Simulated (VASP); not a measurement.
# Hf2H5 (R3m) in VASP: single point with PBE

Aim: the single point of Hf2H5 with PBE.

Everything below comes from runs of VASP 6.6.1. Logs are shortened: lines on timing, memory, paths and dates and some standing lists are left out, and cuts for length are marked.

## 1. The cell of the first run

It takes space group R3m (No. 160, trigonal). Conventional cell: a = 3.282 Å, b = 3.282 Å, c = 17.973 Å, α = 90.00°, β = 90.00°, γ = 120.00°. Within 2.6 Å of Hf (site symmetry 3m) lie 11 H at 1.97 to 2.27 Å. Within 2.6 Å of Hf (site symmetry 3m) lie 8 H at 1.93 to 2.56 Å. Within 2.5 Å of H (site symmetry 3m) lie 7 H at 1.85 to 2.33 Å and 3 Hf at 2.10 Å. Within 2.6 Å of H (site symmetry 3m) lie 9 H at 1.93 to 2.55 Å and 4 Hf at 1.97 to 2.56 Å. Within 2.7 Å of H (site symmetry 3m) lie 4 Hf at 2.02 to 2.16 Å and 6 H at 2.25 to 2.46 Å. H (site symmetry 3m) has 4 Hf at 2.08 to 2.27 Å and 9 H at 2.33 to 2.55 Å within 2.8 Å. H (site symmetry 3m) has 7 H at 1.85 to 2.42 Å and 4 Hf at 1.93 to 2.12 Å within 2.5 Å.

The cell was built from a structure type or drawn by symmetry, and may not be a known phase.

## 2. Single point, PBE

INCAR

```
SYSTEM = Hf2H5
ALGO     = Normal         ! electronic algorithm
EDIFF    = 1E-6           ! SCF threshold, eV
ENCUT    = 520            ! plane-wave cutoff, eV
GGA      = PE             ! functional
ISIF     = 2              ! what is computed and relaxed
ISMEAR   = 0              ! smearing method
LASPH    = .True.         ! aspherical terms in the spheres
LCHARG   = .False.        ! write CHGCAR
LREAL    = .False.        ! projectors in reciprocal space
LWAVE    = .False.        ! write WAVECAR
NBANDS   = 22             ! bands
NELM     = 100            ! most SCF steps
PREC     = Accurate       ! precision mode
SIGMA    = 0.1            ! smearing width, eV
```

KPOINTS

```
k-points
0
Gamma
  12 12 12
  0 0 0
```

POSCAR

```
Hf2H5
1.0
    1.6408524444      0.9473466005      5.9908349586
   -1.6408524444      0.9473466005      5.9908349586
    0.0000000000     -1.8946932009      5.9908349586
Hf H
2 5
Direct
    0.9881073793      0.9881073793      0.9881073793
    0.4949071476      0.4949071476      0.4949071476
    0.7053917602      0.7053917602      0.7053917602
    0.3523286059      0.3523286059      0.3523286059
    0.8678350090      0.8678350090      0.8678350090
    0.1141911473      0.1141911473      0.1141911473
    0.6022379508      0.6022379508      0.6022379508
```

Potentials or basis: VASP PAW PBE potentials, release 64 (Hf_pv, H).

Started as:

```console
cat potpaw_PBE.64/Hf_pv/POTCAR potpaw_PBE.64/H/POTCAR > POTCAR
mpirun -np 1 vasp_std > vasp.out
```

OUTCAR:

```text
SYSTEM = Hf2H5
   EDIFF = 1E-6
   ENCUT = 520
   GGA = PE
   ISIF = 2
   ISMEAR = 0
   LASPH = .True.
   LREAL = .False.
   NELM = 100
   PREC = Accurate

 ion  position               nearest neighbor table
   1  0.988  0.988  0.988-   4 1.97   4 1.97   4 1.97   3 2.10   3 2.10   3 2.10   7 2.12   7 2.12
                             7 2.12   5 2.16   6 2.27   2 3.44   2 3.44   2 3.44   2 3.65   2 3.65
   2  0.495  0.495  0.495-   7 1.93   5 2.02   5 2.02   5 2.02   6 2.08   6 2.08   6 2.08   1 3.44
                             1 3.44   1 3.44   1 3.65   1 3.65   1 3.65
   3  0.705  0.705  0.705-   1 2.10   1 2.10   1 2.10
   4  0.352  0.352  0.352-   1 1.97   1 1.97   1 1.97
   5  0.868  0.868  0.868-   2 2.02   2 2.02   2 2.02   1 2.16
   6  0.114  0.114  0.114-   2 2.08   2 2.08   2 2.08   1 2.27
   7  0.602  0.602  0.602-   2 1.93   1 2.12   1 2.12   1 2.12

  LATTYP: Found a trigonal (rhomboedric) cell.
 ALAT       =     6.2833085096
 COS(alpha) =     0.8636069364

  Lattice vectors:

 A1 = (   1.6408524444,   0.9473466005,   5.9908349586)
 A2 = (  -1.6408524444,   0.9473466005,   5.9908349586)
 A3 = (   0.0000000000,  -1.8946932009,   5.9908349586)

Analysis of symmetry for initial positions (statically):
=====================================================================
 Subroutine PRICEL returns:
 Original cell was already a primitive cell.

 Routine SETGRP: Setting up the symmetry group for a
 trigonal (rhombohedral) supercell.

 Subroutine GETGRP returns: Found  6 space group operations
 (whereof  6 operations were pure point group operations)
 out of a pool of 12 trial point group operations.

The static configuration has the point symmetry C_3v.

Analysis of symmetry for dynamics (positions and initial velocities):
=====================================================================
 Subroutine PRICEL returns:
 Original cell was already a primitive cell.

 Routine SETGRP: Setting up the symmetry group for a
 trigonal (rhombohedral) supercell.

 Subroutine GETGRP returns: Found  6 space group operations
 (whereof  6 operations were pure point group operations)
 out of a pool of 12 trial point group operations.

The dynamic configuration has the point symmetry C_3v.

 Subroutine INISYM returns: Found  6 space group operations
 (whereof  6 operations are pure point group operations),
 and found     1 'primitive' translations

----------------------------------------------------------------------------------------

                                     Primitive cell
[... 101 lines left out ...]
   EDIFF  = 0.1E-05   stopping-criterion for ELM
   LREAL  =      F    real-space projection
   EDIFFG = 0.1E-04   stopping-criterion for IOM
   NSW    =      0    number of steps for IOM
   IBRION =     -1    ionic relax: 0-MD 1-quasi-New 2-CG
   NFREE  =      0    steps in history (QN), initial steepest desc. (CG)
   ISIF   =      2    stress and relaxation
   ISYM   =      2    0-nonsym 1-usesym 2-fastsym
   POTIM  = 0.5000    time-step for ionic-motion
   TEBEG  =    0.0;   TEEND  =   0.0 temperature during run
   PSTRESS=    0.0 pullay stress
   NELECT =      25.0000    total number of electrons
   NUPDOWN=      -1.0000    fix difference up-down
   EMIN   =  10.00;   EMAX   =-10.00  energy-range for DOS
   EFERMI =   0.00;   METHOD = LEGACY
   ISMEAR =     0;   SIGMA  =   0.10  broadening in eV -4-tet -1-fermi 0-gaus
   EFERMI_NEDOS =   21; number of points for ismear=-14 and -15
   IALGO  =     38    algorithm
   IMIX   =      4    mixing-type and parameters
     AMIX     =   0.40;   BMIX     =  1.00
     AMIX_MAG =   1.60;   BMIX_MAG =  1.00
  volume/ion in A,a.u.               =       7.98        53.87
  Fermi-wavevector in a.u.,A,eV,Ry     =   1.252129  2.366181 21.331590  1.567828
  Thomas-Fermi vector in A             =   2.386044
   LORBIT       =      0    0 simple, 1 ext, 2 COOP (PROOUT), +10 PAW based schemes
   GGA     = PE    functional components
   LHFCALC =     F    Hartree Fock is set to
   AEXX    =    0.0000 exact exchange contribution
   IVDW    =     0    specifies the selected vdW correction
   LEPSILON=     F    determine dielectric tensor
   LRPA    =     F    only Hartree local field effects (RPA)
 non-spin polarized calculation
 Gauss-broadening in eV      SIGMA  =   0.10
  energy-cutoff  :      520.00
  volume of cell :       55.87
 maximum number of plane-waves:      1528
   NGX = 23   NGY = 23   NGZ = 23

 number of electron      25.0000002 magnetization

 Free energy of the ion-electron system (eV)
  ---------------------------------------------------
  ext. energy  EPLUGINS =         0.00000000
  ---------------------------------------------------
  free energy    TOTEN  =       -38.88086049 eV

  energy without entropy =      -38.87103302  energy(sigma->0) =      -38.87594676

 E-fermi :   5.4901     XC(G=0): -11.3330

 val. band max:        5.4811708486   @ k =  -0.3333   0.5000   0.2500
 cond. band min:       5.4950376844   @ k =  -0.2500   0.3333   0.2500
 fundamental gap:      0.0138668359
 Fermi energy:         5.4900929478

 k-point     1 :       0.0000    0.0000    0.0000
  band No.  band energies     occupation
      1     -26.3094      2.00000
      2     -25.9324      2.00000
      3     -25.9324      2.00000
      4     -25.8686      2.00000
      5     -25.5543      2.00000
      6     -25.5543      2.00000
[... 589 lines left out ...]
     21      11.3843      0.00000
     22      12.2543      0.00000

 [... further k-points ...]
[... 5 lines left out ...]
  --------------------------------------------------------------------------------------
  -------------------------------------------------------------------------------------
  Total       -0.2952155     -0.2952155     -0.2361216      0.0000000     -0.0000000      0.0000000
  in kB       -8.4651124     -8.4651124     -6.7706336      0.0000000     -0.0000000      0.0000000
  external PRESSURE =      -7.9002861 kB  Pullay stress =       0.0000000 kB

 VOLUME and BASIS-vectors are now :
 -----------------------------------------------------------------------------
  energy-cutoff  :      520.00
  volume of cell :       55.87
      direct lattice vectors                 reciprocal lattice vectors
     1.640852444  0.947346600  5.990834959     0.304719661  0.175929978  0.055640547
    -1.640852444  0.947346600  5.990834959    -0.304719661  0.175929978  0.055640547
     0.000000000 -1.894693201  5.990834959     0.000000000 -0.351859956  0.055640547

 POSITION                                       TOTAL-FORCE (eV/Angst)
 -----------------------------------------------------------------------------------
      0.00000      0.00000     17.75876         0.000000     -0.000000     -0.007061
      0.00000      0.00000      8.89472         0.000000      0.000000      0.007838
      0.00000      0.00000     12.67766         0.000000     -0.000000     -0.005114
      0.00000      0.00000      6.33223         0.000000     -0.000000     -0.003193
      0.00000      0.00000     15.59717         0.000000      0.000000      0.001569
      0.00000      0.00000      2.05230         0.000000      0.000000      0.004606
      0.00000      0.00000     10.82372         0.000000      0.000000      0.001355
 -----------------------------------------------------------------------------------
    total drift:                                0.000000     -0.000000     -0.000081

  FREE ENERGIE OF THE ION-ELECTRON SYSTEM (eV)
  ---------------------------------------------------
  free  energy   TOTEN  =       -38.8808604933 eV

  energy  without entropy=      -38.8710330227  energy(sigma->0) =      -38.87594676
```

OSZICAR:

```text
N       E                     dE             d eps       ncg     rms          rms(c)
DAV:   1     0.627036420435E+02    0.62704E+02   -0.12750E+04  8332   0.105E+03
DAV:   2    -0.380141950313E+02   -0.10072E+03   -0.97330E+02  9864   0.257E+02
DAV:   3    -0.416004834702E+02   -0.35863E+01   -0.35534E+01 11190   0.344E+01
DAV:   4    -0.416278661494E+02   -0.27383E-01   -0.27363E-01  9702   0.333E+00
DAV:   5    -0.416281500104E+02   -0.28386E-03   -0.28385E-03 10812   0.303E-01    0.648E+01
DAV:   6    -0.393447246528E+02    0.22834E+01   -0.26289E+00  9860   0.837E+00    0.405E+01
DAV:   7    -0.390143581868E+02    0.33037E+00   -0.34337E+00 10094   0.932E+00    0.671E+00
DAV:   8    -0.388923415266E+02    0.12202E+00   -0.79144E-01  9370   0.475E+00    0.289E+00
DAV:   9    -0.388808703625E+02    0.11471E-01   -0.51584E-02  9322   0.133E+00    0.568E-01
DAV:  10    -0.388812017236E+02   -0.33136E-03   -0.63424E-03 10174   0.425E-01    0.850E-01
DAV:  11    -0.388808599209E+02    0.34180E-03   -0.14204E-03  9780   0.207E-01    0.456E-02
DAV:  12    -0.388808649878E+02   -0.50669E-05   -0.85716E-05 10186   0.532E-02    0.744E-02
DAV:  13    -0.388808605482E+02    0.44396E-05   -0.80264E-06  9854   0.162E-02    0.687E-03
DAV:  14    -0.388808604933E+02    0.54819E-07   -0.13587E-06  5432   0.709E-03
   1 F= -.38880860E+02 E0= -.38875947E+02  d E =-.982747E-02
```

stdout:

```text
POSCAR found type information on POSCAR HfH
 POSCAR found :  2 types and       7 ions
 scaLAPACK will be used
 LDA part: xc-table for (Slater+PW92), standard interpolation
 POSCAR, INCAR and KPOINTS ok, starting setup
 FFT: planning ... GRIDC
 FFT: planning ... GRID_SOFT
 FFT: planning ... GRID
 WAVECAR not read
 entering main loop
```

Wall time 7.6 min (1 thread of AMD EPYC 9R45 (Zen 5), shared host); peak memory 0.41 GiB.

What came out:

| Item | Value |
| --- | --- |
| Free energy | -38.8809 eV |
| Pressure | -0.8 GPa |
| Largest force | 0.008 eV/Å |
| Band gap on the k mesh | zero (an odd number of electrons rules out a gap without spin polarisation) |

Forces in eV/Å, atoms in the order of the input:
```
Hf   0.000  0.000 -0.007
Hf   0.000  0.000  0.008
H    0.000  0.000 -0.005
H    0.000  0.000 -0.003
H    0.000  0.000  0.002
H    0.000  0.000  0.005
H    0.000  0.000  0.001
```

Stress tensor (GPa, compression positive):
```
-0.85  0.00  0.00
 0.00 -0.85  0.00
 0.00  0.00 -0.68
```

Caveat: spin-orbit coupling is left out, which moves the levels of the heavy elements.
